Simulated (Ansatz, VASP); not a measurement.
# One calculation of WS2, two programs

```
S W
1.0
     3.06298    0.00000    0.00000
    -1.53149    2.70675    0.00000
     0.00000    0.00000   30.08000
S W
2 1
Direct
  0.66625 0.33250 0.29913
  0.66625 0.33250 0.40366
  0.33416 0.66833 0.35140
```

Alike in both runs: functional LDA; k mesh 12 × 12 × 1; occupations gaussian, width 0.02 eV; no spin polarisation.

Ansatz relaxed the structure, and its values are those at the end. VASP's run is a single point on that final structure, the one shown.

|  | VASP | Ansatz |
| --- | --- | --- |
| version | VASP 6.6.1 | Ansatz 0.2.0 |
| potentials or method | VASP PAW LDA potentials, release 64 (S, W_sv) | scalar-relativistic, plane waves, PAW |
| plane-wave cutoff (eV) | 400 | 420 |
| valence electrons in the cell | 26 | 26 |

```tsv
	VASP	Ansatz	Ansatz less VASP
rms of the force components (eV/Å)	0.024	0.000	-0.0236
```

LDA's correlation is that of Perdew and Zunger in VASP and of Perdew and Wang (1992) in Ansatz.

Neither program's run includes spin-orbit coupling.
